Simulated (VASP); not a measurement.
# Zr7Ge (P-6m2) in VASP: notebook

Zr7Ge is run at these levels: PBE; tasks: single point.

Everything below comes from runs of VASP 6.6.1. Logs are shortened: lines on timing, memory, paths and dates and some standing lists are left out, and cuts for length are marked.

**1. The cell of the first run**

Symmetry: P-6m2, No. 187, hexagonal system. The conventional cell has a = 6.316 Å, b = 6.316 Å, c = 5.105 Å, α = 90.00°, β = 90.00°, γ = 120.00°. Within 4.1 Å of Zr (site symmetry mm2) lie 10 Zr at 3.13 to 3.17 Å and 2 Ge at 3.16 Å. Zr (site symmetry mm2) has 10 Zr at 3.05 to 3.27 Å and 2 Ge at 3.10 Å within 4.0 Å. Within 4.1 Å of Zr (site symmetry -6m2) lie 12 Zr at 3.13 to 3.16 Å. Within 4.1 Å of Ge (site symmetry -6m2) lie 12 Zr at 3.10 to 3.16 Å.

The cell was built from a structure type or drawn by symmetry, and may not be a known phase.

**2. Single point, PBE**

The input, INCAR:

```
PREC = Accurate
ENCUT = 500
EDIFF = 1E-6
ISMEAR = 0
SIGMA = 0.2
LREAL = F
LASPH = T
NELM = 120
ALGO = Normal
ISIF = 2
LWAVE = F
LCHARG = T
GGA = PE
LELF = T
LVHAR = T
NBANDS = 59
GGA_COMPAT = F
```

The input, KPOINTS:

```
regular mesh
0
Gamma
  3 3 3
```

The input, POSCAR:

```
Zr7Ge
1.0
    6.3156761396      0.0000000029      0.0000000000
   -3.1578380723      5.4695359775      0.0000000000
    0.0000000000      0.0000000000      5.1049593158
Zr Ge
7 1
Direct
    0.4994280413      0.9988560827      0.0000000000
    0.4994280413      0.5005719587      0.0000000000
    0.0011439173      0.5005719587      0.0000000000
    0.3218447459      0.1609223730      0.5000000000
    0.8390776270      0.1609223730      0.5000000000
    0.8390776270      0.6781552541      0.5000000000
    0.3333333333      0.6666666667      0.5000000000
    0.0000000000      0.0000000000      0.0000000000
```

Potentials or basis: VASP PAW PBE potentials, release 64 (Zr_sv, Ge_d).

Started as:

```sh
cat potpaw_PBE.64/Zr_sv/POTCAR potpaw_PBE.64/Ge_d/POTCAR > POTCAR
mpirun -np 1 vasp_std > vasp.out
```

OUTCAR:

```text
PREC = Accurate
   ENCUT = 500
   EDIFF = 1E-6
   ISMEAR = 0
   LREAL = F
   LASPH = T
   NELM = 120
   ISIF = 2
   GGA = PE

 ion  position               nearest neighbor table
   1  0.499  0.999  0.000-   7 3.13   7 3.13   2 3.15   3 3.15   4 3.16   4 3.16   5 3.16   5 3.16
                             8 3.16   8 3.16   2 3.17   3 3.17
   2  0.499  0.501  0.000-   7 3.13   7 3.13   1 3.15   3 3.15   4 3.16   4 3.16   6 3.16   6 3.16
                             8 3.16   8 3.16   1 3.17   3 3.17
   3  0.001  0.501  0.000-   7 3.13   7 3.13   1 3.15   2 3.15   5 3.16   5 3.16   6 3.16   6 3.16
                             8 3.16   8 3.16   1 3.17   2 3.17
   4  0.322  0.161  0.500-   6 3.05   5 3.05   8 3.10   8 3.10   2 3.16   2 3.16   1 3.16   1 3.16
                             7 3.16   7 3.16   6 3.27   5 3.27
   5  0.839  0.161  0.500-   6 3.05   4 3.05   8 3.10   8 3.10   3 3.16   3 3.16   1 3.16   1 3.16
                             7 3.16   7 3.16   6 3.27   4 3.27
   6  0.839  0.678  0.500-   5 3.05   4 3.05   8 3.10   8 3.10   3 3.16   3 3.16   2 3.16   2 3.16
                             7 3.16   7 3.16   5 3.27   4 3.27
   7  0.333  0.667  0.500-   1 3.13   1 3.13   2 3.13   2 3.13   3 3.13   3 3.13   4 3.16   4 3.16
                             5 3.16   5 3.16   6 3.16   6 3.16
   8  0.000  0.000  0.000-   6 3.10   6 3.10   4 3.10   4 3.10   5 3.10   5 3.10   3 3.16   1 3.16
                             2 3.16   2 3.16   3 3.16   1 3.16

  LATTYP: Found a hexagonal cell.
 ALAT       =     6.3156761396
 C/A-ratio  =     0.8082997296

  Lattice vectors:

 A1 = (   6.3156761396,   0.0000000029,   0.0000000000)
 A2 = (  -3.1578380723,   5.4695359775,   0.0000000000)
 A3 = (   0.0000000000,   0.0000000000,   5.1049593158)

Analysis of symmetry for initial positions (statically):
=====================================================================
 Subroutine PRICEL returns:
 Original cell was already a primitive cell.

 Routine SETGRP: Setting up the symmetry group for a
 hexagonal supercell.

 Subroutine GETGRP returns: Found 12 space group operations
 (whereof 12 operations were pure point group operations)
 out of a pool of 24 trial point group operations.

The static configuration has the point symmetry D_3h.

Analysis of symmetry for dynamics (positions and initial velocities):
=====================================================================
 Subroutine PRICEL returns:
 Original cell was already a primitive cell.

 Routine SETGRP: Setting up the symmetry group for a
 hexagonal supercell.

 Subroutine GETGRP returns: Found 12 space group operations
 (whereof 12 operations were pure point group operations)
 out of a pool of 24 trial point group operations.

The dynamic configuration has the point symmetry D_3h.

 Subroutine INISYM returns: Found 12 space group operations
 (whereof 12 operations are pure point group operations),
 and found     1 'primitive' translations

----------------------------------------------------------------------------------------

                                     Primitive cell

  volume of cell :     176.3448

  direct lattice vectors                    reciprocal lattice vectors
     6.315676140  0.000000003  0.000000000     0.158336175  0.091415433  0.000000000
    -3.157838072  5.469535977  0.000000000    -0.000000000  0.182830866  0.000000000
     0.000000000  0.000000000  5.104959316     0.000000000  0.000000000  0.195887947

  length of vectors
     6.315676140  6.315676140  5.104959316     0.182830866  0.182830866  0.195887947

  position of ions in fractional coordinates (direct lattice)
     0.499428041  0.998856083  0.000000000
     0.499428041  0.500571959  0.000000000
     0.001143917  0.500571959  0.000000000
     0.321844746  0.160922373  0.500000000
     0.839077627  0.160922373  0.500000000
     0.839077627  0.678155254  0.500000000
     0.333333333  0.666666667  0.500000000
     0.000000000  0.000000000  0.000000000

  ion indices of the primitive-cell ions
   primitive index   ion index
                 1           1
                 2           2
                 3           3
                 4           4
                 5           5
                 6           6
                 7           7
                 8           8

----------------------------------------------------------------------------------------

 KPOINTS: regular mesh

Automatic generation of k-mesh.
 Grid dimensions read from file:
 generate k-points for:    3    3    3

 Generating k-lattice:

  Cartesian coordinates                     Fractional coordinates (reciprocal lattice)
     0.052778725  0.030471811  0.000000000     0.333333333  0.000000000  0.000000000
    -0.000000000  0.060943622  0.000000000    -0.000000000  0.333333333  0.000000000
     0.000000000  0.000000000  0.065295982     0.000000000  0.000000000  0.333333333

  Length of vectors
     0.060943622  0.060943622  0.065295982

  Shift w.r.t. Gamma in fractional coordinates (k-lattice)
     0.000000000  0.000000000  0.000000000

 Subroutine IBZKPT returns following result:
 ===========================================

 Found      6 irreducible k-points:

 Following reciprocal coordinates:
            Coordinates               Weight
  0.000000  0.000000  0.000000      1.000000
  0.333333 -0.000000  0.000000      6.000000
  0.333333  0.333333  0.000000      2.000000
  0.000000  0.000000  0.333333      2.000000
  0.333333 -0.000000  0.333333     12.000000
  0.333333  0.333333  0.333333      4.000000
   k-points           NKPTS =      6   k-points in BZ     NKDIM =      6   number of bands    NBANDS=     59
   number of dos      NEDOS =    301   number of ions     NIONS =      8
   total plane-waves  NPLWV =  92160
   dimension x,y,z NGX =    48 NGY =   48 NGZ =   40
   dimension x,y,z NGXF=    96 NGYF=   96 NGZF=   80
   ions per type =               7   1
   NGX,Y,Z   is equivalent  to a cutoff of  12.63, 12.63, 13.03 a.u.
   NGXF,Y,Z  is equivalent  to a cutoff of  25.27, 25.27, 26.05 a.u.
 SYSTEM =  unknown system
   PREC   = accura    normal or accurate (medium, high low for compatibility)
   ISTART =      0    job   : 0-new  1-cont  2-samecut
   ICHARG =      2    charge: 1-file 2-atom 10-const
   ISPIN  =      1    spin polarized calculation?
   LNONCOLLINEAR =      F non collinear calculations
   LSORBIT =      F    spin-orbit coupling
   LASPH  =      T    aspherical Exc in radial PAW
   ENCUT  =  500.0 eV  36.75 Ry    6.06 a.u.  11.51 11.51  9.31*2*pi/ulx,y,z
   NELM   =    120;   NELMIN=  2; NELMDL= -5     # of ELM steps
   EDIFF  = 0.1E-05   stopping-criterion for ELM
   LREAL  =      F    real-space projection
   EDIFFG = 0.1E-04   stopping-criterion for IOM
   NSW    =      0    number of steps for IOM
   IBRION =     -1    ionic relax: 0-MD 1-quasi-New 2-CG
   NFREE  =      0    steps in history (QN), initial steepest desc. (CG)
   ISIF   =      2    stress and relaxation
   ISYM   =      2    0-nonsym 1-usesym 2-fastsym
   POTIM  = 0.5000    time-step for ionic-motion
   TEBEG  =    0.0;   TEEND  =   0.0 temperature during run
   PSTRESS=    0.0 pullay stress
   NELECT =      98.0000    total number of electrons
   NUPDOWN=      -1.0000    fix difference up-down
   EMIN   =  10.00;   EMAX   =-10.00  energy-range for DOS
   EFERMI =   0.00;   METHOD = LEGACY
   ISMEAR =     0;   SIGMA  =   0.20  broadening in eV -4-tet -1-fermi 0-gaus
   EFERMI_NEDOS =   21; number of points for ismear=-14 and -15
   IALGO  =     38    algorithm
   IMIX   =      4    mixing-type and parameters
     AMIX     =   0.40;   BMIX     =  1.00
     AMIX_MAG =   1.60;   BMIX_MAG =  1.00
  volume/ion in A,a.u.               =      22.04       148.75
  Fermi-wavevector in a.u.,A,eV,Ry     =   1.345951  2.543479 24.648106  1.811585
  Thomas-Fermi vector in A             =   2.473823
   LORBIT       =      0    0 simple, 1 ext, 2 COOP (PROOUT), +10 PAW based schemes
   GGA     = PE    functional components
   LHFCALC =     F    Hartree Fock is set to
   AEXX    =    0.0000 exact exchange contribution
   IVDW    =     0    specifies the selected vdW correction
   LEPSILON=     F    determine dielectric tensor
   LRPA    =     F    only Hartree local field effects (RPA)
 non-spin polarized calculation
 Gauss-broadening in eV      SIGMA  =   0.20
  energy-cutoff  :      500.00
  volume of cell :      176.34
 maximum number of plane-waves:      4512
 NGX is ok and might be reduce to    48
   NGX = 23   NGY = 23   NGZ = 19

 number of electron      98.0000011 magnetization

 Free energy of the ion-electron system (eV)
  ---------------------------------------------------
  ext. energy  EPLUGINS =         0.00000000
  ---------------------------------------------------
  free energy    TOTEN  =       -65.13663755 eV

  energy without entropy =      -64.93568706  energy(sigma->0) =      -65.03616231

 E-fermi :   9.0523     XC(G=0): -11.2400

 val. band max:        9.0507282941   @ k =   0.3333  -0.0000   0.3333
 cond. band min:       9.0615575249   @ k =   0.3333   0.3333   0.3333
 fundamental gap:      0.0108292308
 Fermi energy:         9.0523178709

 k-point     1 :       0.0000    0.0000    0.0000
  band No.  band energies     occupation
      1     -39.7097      2.00000
      2     -39.5780      2.00000
      3     -39.5761      2.00000
      4     -39.5761      2.00000
      5     -39.5189      2.00000
      6     -39.5189      2.00000
[... 51 lines left out ...]
     58      10.7289      0.00000
     59      10.7289      0.00000

 k-point     2 :       0.3333   -0.0000    0.0000
  band No.  band energies     occupation
      1     -39.6787      2.00000
      2     -39.6109      2.00000
      3     -39.5767      2.00000
      4     -39.5691      2.00000
      5     -39.5243      2.00000
      6     -39.5184      2.00000
[... 237 lines left out ...]
     58      10.6091      0.00000
     59      10.8729      0.00000

 k-point     6 :       0.3333    0.3333    0.3333
  band No.  band energies     occupation
      1     -39.6134      2.00000
      2     -39.6090      2.00000
      3     -39.6063      2.00000
      4     -39.5523      2.00000
      5     -39.5500      2.00000
      6     -39.5386      2.00000
[... 51 lines left out ...]
     58      10.4599      0.00000
     59      10.7054      0.00000

------------------------ aborting loop because EDIFF is reached ----------------------------------------

  FORCE on cell =-STRESS in cart. coord.  units (eV):
  Direction    XX          YY          ZZ          XY          YZ          ZX
  --------------------------------------------------------------------------------------
  -------------------------------------------------------------------------------------
  Total        0.1208297      0.1208297     -0.0520725      0.0000000      0.0000000      0.0000000
  in kB        1.0977963      1.0977963     -0.4731040      0.0000000      0.0000000      0.0000000
  external PRESSURE =       0.5741629 kB  Pullay stress =       0.0000000 kB

 VOLUME and BASIS-vectors are now :
 -----------------------------------------------------------------------------
  energy-cutoff  :      500.00
  volume of cell :      176.34
      direct lattice vectors                 reciprocal lattice vectors
     6.315676140  0.000000003  0.000000000     0.158336175  0.091415433  0.000000000
    -3.157838072  5.469535977  0.000000000    -0.000000000  0.182830866  0.000000000
     0.000000000  0.000000000  5.104959316     0.000000000  0.000000000  0.195887947

 POSITION                                       TOTAL-FORCE (eV/Angst)
 -----------------------------------------------------------------------------------
     -0.00000      5.46328      0.00000         0.000000     -0.001417     -0.000000
      1.57350      2.73790      0.00000        -0.001227      0.000709      0.000000
     -1.57350      2.73790      0.00000         0.001227      0.000709      0.000000
      1.52450      0.88017      2.55248         0.005965      0.003444      0.000000
      4.79118      0.88017      2.55248        -0.005965      0.003444      0.000000
      3.15784      3.70919      2.55248         0.000000     -0.006888     -0.000000
     -0.00000      3.64636      2.55248         0.000000     -0.000000     -0.000000
      0.00000      0.00000      0.00000        -0.000000     -0.000000     -0.000000
 -----------------------------------------------------------------------------------
    total drift:                                0.000004     -0.000002      0.000000

  FREE ENERGIE OF THE ION-ELECTRON SYSTEM (eV)
  ---------------------------------------------------
  free  energy   TOTEN  =       -65.1366375533 eV

  energy  without entropy=      -64.9356870584  energy(sigma->0) =      -65.03616231
```

Run time: 94 s. Hardware: 1 thread of Intel Xeon Platinum 8559C (Emerald Rapids), shared host; peak memory 0.31 GiB.

Results:

- Free energy: -65.1366 eV
- Pressure: 0.1 GPa
- Largest force: 0.007 eV/Å
- Band gap on the k mesh: zero (bands 49 and 50 overlap by 0.96 eV)

Forces on the atoms (eV/Å):
```
Zr   0.000 -0.001  0.000
Zr  -0.001  0.001  0.000
Zr   0.001  0.001  0.000
Zr   0.006  0.003  0.000
Zr  -0.006  0.003  0.000
Zr   0.000 -0.007  0.000
Zr   0.000  0.000  0.000
Ge   0.000  0.000  0.000
```

Levels at points of the mesh, in eV from the Fermi level:
```tsv
k point	band 45	band 46	band 47	band 48	band 49	band 50	band 51	band 52	band 53	band 54
(0.00, 0.00, 0.00)	-1.38	-1.38	-0.99	-0.03	0.67	0.70	0.70	1.05	1.09	1.18
```

Caveat: the k points lie up to 0.41 Å⁻¹ apart, too coarse for converged energies and pressures of a metal.

**3. Single point, PBE**

This run uses another cell than the first one, of 22.56 Å³/atom.

The input, INCAR:

```
PREC     = Accurate       # precision mode
ENCUT    = 500            # plane-wave cutoff, eV
EDIFF    = 1E-6           # SCF threshold, eV
ISMEAR   = 0              # smearing method
SIGMA    = 0.2            # smearing width, eV
LREAL    = False          # projectors in reciprocal space
LASPH    = True           # aspherical terms in the spheres
NELM     = 120            # most SCF steps
ALGO     = Normal         # electronic algorithm
ISIF     = 2              # what is computed and relaxed
LWAVE    = False          # write WAVECAR
LCHARG   = False          # write CHGCAR
GGA      = PE             # functional
NBANDS   = 59             # bands
GGA_COMPAT= False
```

The input, KPOINTS:

```
Automatic mesh
0
Gamma
  6 6 1
```

The input, POSCAR:

```
Zr7Ge
1.0
    3.2110875106      0.0000000000      0.0000000000
   -1.6055437553      2.7808833579      0.0000000000
    0.0000000000      0.0000000000     20.2132303865
Zr Ge
7 1
Direct
    0.3333333333      0.6666666667      0.6295833275
    0.0000000000      0.0000000000      0.5000000000
    0.3333333333      0.6666666667      0.8892500111
    0.0000000000      0.0000000000      0.7605045618
    0.3333333333      0.6666666667      0.1107499889
    0.0000000000      0.0000000000      0.2394954382
    0.3333333333      0.6666666667      0.3704166725
    0.0000000000      0.0000000000      0.0000000000
```

Potentials or basis: VASP PAW PBE potentials, release 64 (Zr_sv, Ge_d).

Started as:

```sh
cat potpaw_PBE.64/Zr_sv/POTCAR potpaw_PBE.64/Ge_d/POTCAR > POTCAR
mpirun -np 1 vasp_std > vasp.out
```

Run time: 79 s. Hardware: 1 thread of Intel Xeon Platinum 8559C (Emerald Rapids), shared host; peak memory 0.29 GiB.

The run converged. Its results:

* Free energy: -65.0485 eV
* Pressure: 0.0 GPa
* Largest force: 0.041 eV/Å
* Band gap on the k mesh: zero (bands 49 and 50 overlap by 1.04 eV)

Forces on the atoms (eV/Å):
```
Zr   0.000  0.000  0.022
Zr   0.000  0.000  0.000
Zr   0.000  0.000  0.035
Zr   0.000  0.000 -0.041
Zr   0.000  0.000 -0.035
Zr   0.000  0.000  0.041
Zr   0.000  0.000 -0.022
Ge   0.000  0.000  0.000
```

Levels at points of the mesh, in eV from the Fermi level:
| k point | band 47 | band 48 | band 49 | band 50 | band 51 | band 52 |
| --- | --- | --- | --- | --- | --- | --- |
| (0.00, 0.00, 0.00) | 0.78 | 0.81 | 0.85 | 0.85 | 0.89 | 0.89 |
| (0.50, 0.00, 0.00) | -0.96 | -0.44 | -0.31 | 0.79 | 0.89 | 1.13 |

Caveat: the k points lie up to 0.38 Å⁻¹ apart, too coarse for converged energies and pressures of a metal.

**4. Single point, PBE**

This run uses another cell than the first one, of 22.56 Å³/atom.

The input, INCAR:

```
  PREC = Accurate
  ENCUT = 500
  EDIFF = 1E-6
  ISMEAR = 0
  SIGMA = 0.1
  LREAL = False
  LASPH = True
  NELM = 120
  ALGO = Normal
  ISIF = 2
  LWAVE = False
  LCHARG = False
  GGA = PE
  NBANDS = 59
  GGA_COMPAT = False
```

The input, KPOINTS:

```
regular mesh
0
Gamma
  6 6 1
```

POSCAR is that of step 3.

Started as:

```sh
cat potpaw_PBE.64/Zr_sv/POTCAR potpaw_PBE.64/Ge_d/POTCAR > POTCAR
mpirun -np 1 vasp_std > vasp.out
```

Run time: 2 min. Hardware: 1 thread of Intel Xeon Platinum 8559C (Emerald Rapids), shared host; peak memory 0.28 GiB.

The run converged. Its results:

```yaml
Free_energy: -64.9948 eV
Pressure: -0.1 GPa
Largest_force: 0.079 eV/Å
Band_gap_on_the_k_mesh: zero (bands 49 and 50 overlap by 1.02 eV)
```

Forces on the atoms (eV/Å):
```
Zr   0.000  0.000  0.039
Zr   0.000  0.000  0.000
Zr   0.000  0.000  0.079
Zr   0.000  0.000 -0.060
Zr   0.000  0.000 -0.079
Zr   0.000  0.000  0.060
Zr   0.000  0.000 -0.039
Ge   0.000  0.000  0.000
```

Stress tensor (GPa, compression positive):
```
-0.05  0.00  0.00
 0.00 -0.05  0.00
 0.00  0.00 -0.31
```

Levels at points of the mesh, in eV from the Fermi level:
```csv
k point,band 46,band 47,band 48,band 49,band 50,band 51,band 52,band 53
"(0.00, 0.00, 0.00)",0.59,0.76,0.80,0.84,0.84,0.87,0.87,0.92
"(0.50, 0.00, 0.00)",-1.08,-0.97,-0.44,-0.33,0.80,0.87,1.12,1.21
```

Caveat: the k points lie up to 0.38 Å⁻¹ apart, too coarse for converged energies and pressures of a metal.

**5. Overview**

```csv
cell,k mesh,smearing,gap on the mesh (eV),pressure (GPa),largest force (eV/Å)
"a = 6.316, b = 6.316, c = 5.105 Å, angles 90.0, 90.0, 120.0°, 8 atoms, atomic positions A",3 × 3 × 3,gaussian 0.2 eV,none,0.1,0.01
"a = 3.211, b = 3.211, c = 20.213 Å, angles 90.0, 90.0, 120.0°, 8 atoms, atomic positions B",6 × 6 × 1,gaussian 0.2 eV,none,0.0,0.04
"a = 3.211, b = 3.211, c = 20.213 Å, angles 90.0, 90.0, 120.0°, 8 atoms, atomic positions B",6 × 6 × 1,gaussian 0.1 eV,none,-0.1,0.08
```

Alike in all rows: task single point; level PBE; potentials or basis VASP PAW PBE potentials, release 64 (Zr_sv, Ge_d); no spin polarisation; cutoff (eV) 500.

Caveats: all runs use coarse meshes.

Absolute energies hang on the potentials; compare differences alone.
